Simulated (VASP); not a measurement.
# Se (P3_121) in VASP: a series of runs

The runs below take Se through single point, with LDA.

All numbers are computed with VASP 6.6.1; they aren't measurements. Logs are shortened: lines on timing, memory, paths and dates and some standing lists are left out, and cuts for length are marked.

### Step 1. The cell of the first run

The structure is trigonal, space group P3_121 (No. 152). Conventional cell: a = 3.953 Å, b = 3.953 Å, c = 5.121 Å, α = 90.00°, β = 90.00°, γ = 120.00°. Within 3.2 Å of Se (site symmetry 2) lie 6 Se at 2.44 to 3.11 Å.

### Step 2. Single point, LDA

Input file INCAR:

```
PREC = Accurate
ENCUT = 520
EDIFF = 1E-6
ISMEAR = 0
SIGMA = 0.03
LREAL = F
LASPH = T
NELM = 60
ALGO = Normal
ISIF = 2
LWAVE = F
LCHARG = F
NBANDS = 16
```

Input file KPOINTS:

```
Automatic mesh
0
Gamma
  9 9 6
```

Input file POSCAR:

```
Se
1.0
    3.9534579885      0.0000000000      0.0000000000
   -1.9767289943      3.4237950508      0.0000000000
    0.0000000000      0.0000000000      5.1205317866
Se
3
Direct
    0.2543546533      1.0000000000      0.3333333333
    1.0000000000      0.2543546533      0.6666666667
    0.7456453467      0.7456453467      1.0000000000
```

Potentials or basis: VASP PAW LDA potentials, release 64 (Se).

Launch:

```bash
cat potpaw_LDA.64/Se/POTCAR > POTCAR
mpirun -np 1 vasp_std > vasp.out
```

OUTCAR:

```text
PREC = Accurate
   ENCUT = 520
   EDIFF = 1E-6
   ISMEAR = 0
   LREAL = F
   LASPH = T
   NELM = 60
   ISIF = 2

 ion  position               nearest neighbor table
   1  0.254  0.000  0.333-   3 2.44   2 2.44
   2  0.000  0.254  0.667-   3 2.44   1 2.44
   3  0.746  0.746  0.000-   2 2.44   1 2.44

  LATTYP: Found a hexagonal cell.
 ALAT       =     3.9534579885
 C/A-ratio  =     1.2952032882

  Lattice vectors:

 A1 = (   3.9534579885,   0.0000000000,   0.0000000000)
 A2 = (  -1.9767289943,   3.4237950508,   0.0000000000)
 A3 = (   0.0000000000,   0.0000000000,   5.1205317866)

Analysis of symmetry for initial positions (statically):
=====================================================================
 Subroutine PRICEL returns:
 Original cell was already a primitive cell.

 Routine SETGRP: Setting up the symmetry group for a
 hexagonal supercell.

 Subroutine GETGRP returns: Found  6 space group operations
 (whereof  2 operations were pure point group operations)
 out of a pool of 24 trial point group operations.

The static configuration has the point symmetry C_2 .
 The point group associated with its full space group is D_3 .

Analysis of symmetry for dynamics (positions and initial velocities):
=====================================================================
 Subroutine PRICEL returns:
 Original cell was already a primitive cell.

 Routine SETGRP: Setting up the symmetry group for a
 hexagonal supercell.

 Subroutine GETGRP returns: Found  6 space group operations
 (whereof  2 operations were pure point group operations)
 out of a pool of 24 trial point group operations.

The dynamic configuration has the point symmetry C_2 .
 The point group associated with its full space group is D_3 .

 Subroutine INISYM returns: Found  6 space group operations
 (whereof  2 operations are pure point group operations),
 and found     1 'primitive' translations

----------------------------------------------------------------------------------------

                                     Primitive cell

  volume of cell :      69.3106

  direct lattice vectors                    reciprocal lattice vectors
     3.953457988  0.000000000  0.000000000     0.252943120  0.146036779  0.000000000
    -1.976728994  3.423795051  0.000000000     0.000000000  0.292073557  0.000000000
     0.000000000  0.000000000  5.120531787     0.000000000  0.000000000  0.195292216

  length of vectors
     3.953457988  3.953457988  5.120531787     0.292073557  0.292073557  0.195292216

  position of ions in fractional coordinates (direct lattice)
     0.254354653  0.000000000  0.333333333
     0.000000000  0.254354653  0.666666667
     0.745645347  0.745645347  0.000000000

  ion indices of the primitive-cell ions
   primitive index   ion index
                 1           1
                 2           2
                 3           3

----------------------------------------------------------------------------------------

 KPOINTS: Automatic mesh

Automatic generation of k-mesh.
 Grid dimensions read from file:
 generate k-points for:    9    9    6

 Generating k-lattice:

  Cartesian coordinates                     Fractional coordinates (reciprocal lattice)
     0.028104791  0.016226309  0.000000000     0.111111111  0.000000000  0.000000000
     0.000000000  0.032452617  0.000000000     0.000000000  0.111111111  0.000000000
     0.000000000  0.000000000  0.032548703     0.000000000  0.000000000  0.166666667

  Length of vectors
     0.032452617  0.032452617  0.032548703

  Shift w.r.t. Gamma in fractional coordinates (k-lattice)
     0.000000000  0.000000000  0.000000000

 Subroutine IBZKPT returns following result:
 ===========================================

 Found     62 irreducible k-points:

 Following reciprocal coordinates:
            Coordinates               Weight
  0.000000  0.000000  0.000000      1.000000
  0.111111  0.000000  0.000000      6.000000
  0.222222  0.000000  0.000000      6.000000
  0.333333  0.000000  0.000000      6.000000
  0.444444  0.000000  0.000000      6.000000
  0.111111  0.111111  0.000000      6.000000
[... 16 lines left out ...]
  0.222222  0.111111  0.166667     12.000000
 -0.111111  0.333333  0.166667     12.000000
 [... further k-points ...]
   k-points           NKPTS =     62   k-points in BZ     NKDIM =     62   number of bands    NBANDS=     16
   number of dos      NEDOS =    301   number of ions     NIONS =      3
   total plane-waves  NPLWV =  36000
   dimension x,y,z NGX =    30 NGY =   30 NGZ =   40
   dimension x,y,z NGXF=    60 NGYF=   60 NGZF=   80
   ions per type =               3
   NGX,Y,Z   is equivalent  to a cutoff of  12.62, 12.62, 12.99 a.u.
   NGXF,Y,Z  is equivalent  to a cutoff of  25.23, 25.23, 25.97 a.u.
 SYSTEM =  unknown system
   PREC   = accura    normal or accurate (medium, high low for compatibility)
   ISTART =      0    job   : 0-new  1-cont  2-samecut
   ICHARG =      2    charge: 1-file 2-atom 10-const
   ISPIN  =      1    spin polarized calculation?
   LNONCOLLINEAR =      F non collinear calculations
   LSORBIT =      F    spin-orbit coupling
   LASPH  =      T    aspherical Exc in radial PAW
   ENCUT  =  520.0 eV  38.22 Ry    6.18 a.u.   7.35  7.35  9.52*2*pi/ulx,y,z
   NELM   =     60;   NELMIN=  2; NELMDL= -5     # of ELM steps
   EDIFF  = 0.1E-05   stopping-criterion for ELM
   LREAL  =      F    real-space projection
   EDIFFG = 0.1E-04   stopping-criterion for IOM
   NSW    =      0    number of steps for IOM
   IBRION =     -1    ionic relax: 0-MD 1-quasi-New 2-CG
   NFREE  =      0    steps in history (QN), initial steepest desc. (CG)
   ISIF   =      2    stress and relaxation
   ISYM   =      2    0-nonsym 1-usesym 2-fastsym
   POTIM  = 0.5000    time-step for ionic-motion
   TEBEG  =    0.0;   TEEND  =   0.0 temperature during run
   PSTRESS=    0.0 pullay stress
   NELECT =      18.0000    total number of electrons
   NUPDOWN=      -1.0000    fix difference up-down
   EMIN   =  10.00;   EMAX   =-10.00  energy-range for DOS
   EFERMI =   0.00;   METHOD = LEGACY
   ISMEAR =     0;   SIGMA  =   0.03  broadening in eV -4-tet -1-fermi 0-gaus
   EFERMI_NEDOS =   21; number of points for ismear=-14 and -15
   IALGO  =     38    algorithm
   IMIX   =      4    mixing-type and parameters
     AMIX     =   0.40;   BMIX     =  1.00
     AMIX_MAG =   1.60;   BMIX_MAG =  1.00
  volume/ion in A,a.u.               =      23.10       155.91
  Fermi-wavevector in a.u.,A,eV,Ry     =   1.044477  1.973776 14.843043  1.090933
  Thomas-Fermi vector in A             =   2.179232
   LORBIT       =      0    0 simple, 1 ext, 2 COOP (PROOUT), +10 PAW based schemes
   GGA     = CA    functional components
   LHFCALC =     F    Hartree Fock is set to
   AEXX    =    0.0000 exact exchange contribution
   IVDW    =     0    specifies the selected vdW correction
   LEPSILON=     F    determine dielectric tensor
   LRPA    =     F    only Hartree local field effects (RPA)
 non-spin polarized calculation
 Gauss-broadening in eV      SIGMA  =   0.03
  energy-cutoff  :      520.00
  volume of cell :       69.31
 maximum number of plane-waves:      1904
 NGX is ok and might be reduce to    30
   NGX = 15   NGY = 15   NGZ = 19

 number of electron      18.0000001 magnetization

 Free energy of the ion-electron system (eV)
  ---------------------------------------------------
  ext. energy  EPLUGINS =         0.00000000
  ---------------------------------------------------
  free energy    TOTEN  =       -12.47714263 eV

  energy without entropy =      -12.47714263  energy(sigma->0) =      -12.47714263

 E-fermi :   4.5658     XC(G=0):  -9.9940

 val. band max:        4.4107109704   @ k =   0.3333   0.3333   0.5000
 cond. band min:       4.6938680027   @ k =   0.3333   0.3333   0.5000
 fundamental gap:      0.2831570323
 Fermi energy:         4.5658189609

 k-point     1 :       0.0000    0.0000    0.0000
  band No.  band energies     occupation
      1     -11.9495      2.00000
      2      -7.7486      2.00000
      3      -7.7486      2.00000
      4       0.6396      2.00000
      5       0.9649      2.00000
      6       0.9649      2.00000
[... 8 lines left out ...]
     15      11.3900      0.00000
     16      12.6073      0.00000

 k-point     2 :       0.1111    0.0000    0.0000
  band No.  band energies     occupation
      1     -11.8541      2.00000
      2      -7.7808      2.00000
      3      -7.7204      2.00000
      4      -0.0584      2.00000
      5       0.5353      2.00000
      6       0.8732      2.00000
[... 8 lines left out ...]
     15      11.8681      0.00000
     16      12.4930      0.00000

 k-point     3 :       0.2222    0.0000    0.0000
  band No.  band energies     occupation
      1     -11.5840      2.00000
      2      -7.9163      2.00000
      3      -7.6452      2.00000
      4      -0.9396      2.00000
      5      -0.0765      2.00000
      6       0.5238      2.00000
[... 8 lines left out ...]
     15      12.4495      0.00000
     16      13.0964      0.00000

 k-point     4 :       0.3333    0.0000    0.0000
  band No.  band energies     occupation
      1     -11.2017      2.00000
      2      -8.1981      2.00000
      3      -7.5526      2.00000
      4      -1.3911      2.00000
      5      -0.5646      2.00000
      6       0.2230      2.00000
[... 8 lines left out ...]
     15      13.3968      0.00000
     16      14.2195      0.00000
[... 324 lines left out ...]
 k-point    22 :       0.1111    0.1111    0.1667
  band No.  band energies     occupation
      1     -11.5468      2.00000
      2      -8.8147      2.00000
      3      -6.7613      2.00000
      4      -0.5732      2.00000
      5      -0.1927      2.00000
      6       0.9307      2.00000
[... 8 lines left out ...]
     15      12.1997      0.00000
     16      12.5813      0.00000

 k-point    23 :       0.2222    0.1111    0.1667
  band No.  band energies     occupation
      1     -11.2264      2.00000
      2      -8.6990      2.00000
      3      -7.0945      2.00000
      4      -1.0469      2.00000
      5      -0.5169      2.00000
      6       0.7324      2.00000
[... 8 lines left out ...]
     15      12.8104      0.00000
     16      13.1048      0.00000

 k-point    24 :      -0.1111    0.3333    0.1667
  band No.  band energies     occupation
      1     -11.2197      2.00000
      2      -8.7690      2.00000
      3      -6.9699      2.00000
      4      -1.3154      2.00000
      5      -0.7021      2.00000
      6       0.5367      2.00000
[... 8 lines left out ...]
     15      13.2267      0.00000
     16      13.9527      0.00000

 [... further k-points ...]
[... 5 lines left out ...]
  --------------------------------------------------------------------------------------
  -------------------------------------------------------------------------------------
  Total        0.0626800      0.0626800      0.1188081     -0.0000000      0.0000000     -0.0000000
  in kB        1.4489046      1.4489046      2.7463561     -0.0000000      0.0000000     -0.0000000
  external PRESSURE =       1.8813884 kB  Pullay stress =       0.0000000 kB

 VOLUME and BASIS-vectors are now :
 -----------------------------------------------------------------------------
  energy-cutoff  :      520.00
  volume of cell :       69.31
      direct lattice vectors                 reciprocal lattice vectors
     3.953457988  0.000000000  0.000000000     0.252943120  0.146036779  0.000000000
    -1.976728994  3.423795051  0.000000000     0.000000000  0.292073557  0.000000000
     0.000000000  0.000000000  5.120531787     0.000000000  0.000000000  0.195292216

 POSITION                                       TOTAL-FORCE (eV/Angst)
 -----------------------------------------------------------------------------------
      1.00558      0.00000      1.70684         0.052179      0.000000     -0.000000
     -0.50279      0.87086      3.41369        -0.026089      0.045188      0.000000
      1.47394      2.55294      0.00000        -0.026089     -0.045188      0.000000
 -----------------------------------------------------------------------------------
    total drift:                               -0.000000     -0.000001      0.000000

  FREE ENERGIE OF THE ION-ELECTRON SYSTEM (eV)
  ---------------------------------------------------
  free  energy   TOTEN  =       -12.4771426270 eV

  energy  without entropy=      -12.4771426270  energy(sigma->0) =      -12.47714263
```

It took 20 s on 1 thread of Intel Xeon 6975P-C (Granite Rapids), shared host; peak memory 0.18 GiB.

What came out:

- Free energy: -12.4771 eV
- Pressure: 0.2 GPa
- Largest force: 0.052 eV/Å
- Band gap on the k mesh: 0.28 eV, direct

Forces on the atoms (eV/Å):
```
Se   0.052  0.000  0.000
Se  -0.026  0.045  0.000
Se  -0.026 -0.045  0.000
```

Stress tensor (GPa, compression positive):
```
0.14 0.00 0.00
0.00 0.14 0.00
0.00 0.00 0.27
```

[end of part 1 of 2]
